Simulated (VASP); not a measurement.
Set up this calculation in VASP 6.6.1, as the native input.

```
Task                   : single point
Functional             : PBE
Potentials or basis    : VASP PAW PBE potentials, release 64 (Mo_sv)
Cutoff                 : 500 eV
k mesh                 : 10 × 10 × 10
Occupations            : gaussian, width 0.1 eV
Spin                   : no spin polarisation
Dipole correction      : no
Further INCAR settings : ALGO = Normal; EDIFF = 1e-06; NBANDS = 13
```

The structure of Mo lies in POSCAR:

```
Mo
1.0
   -1.5796528974      1.5796528974      1.5796528974
    1.5796528974     -1.5796528974      1.5796528974
    1.5796528974      1.5796528974     -1.5796528974
Mo
1
Direct
    0.0000000000      0.0000000000      0.0000000000
```

These files were run (other wordings do the same):

INCAR

```
SYSTEM = Mo
  PREC = Accurate
  ENCUT = 500
  EDIFF = 1E-6
  ISMEAR = 0
  SIGMA = 0.1
  LREAL = .False.
  LASPH = .True.
  NELM = 120
  ALGO = Normal
  ISIF = 2
  LWAVE = .False.
  LCHARG = .False.
  GGA = PE
  NBANDS = 13
  GGA_COMPAT = .False.
```

KPOINTS

```
regular mesh
0
Gamma
  10 10 10
  0 0 0
```

Potentials or basis: VASP PAW PBE potentials, release 64 (Mo_sv).

The run is started by

```bash
$ cat potpaw_PBE.64/Mo_sv/POTCAR > POTCAR
$ mpirun -np 1 vasp_std > vasp.out
```

It gave:

```json
{"Pressure": "0.4 GPa", "Band gap on the k mesh": "zero (band 7 reaches 16.41 eV, above the bottom of band 8 at 11.12 eV)"}
```

Wall time 6.4 s on 1 thread of Intel(R) Xeon(R) Platinum 8488C (Sapphire Rapids), on a shared host, peak memory 0.13 GiB.
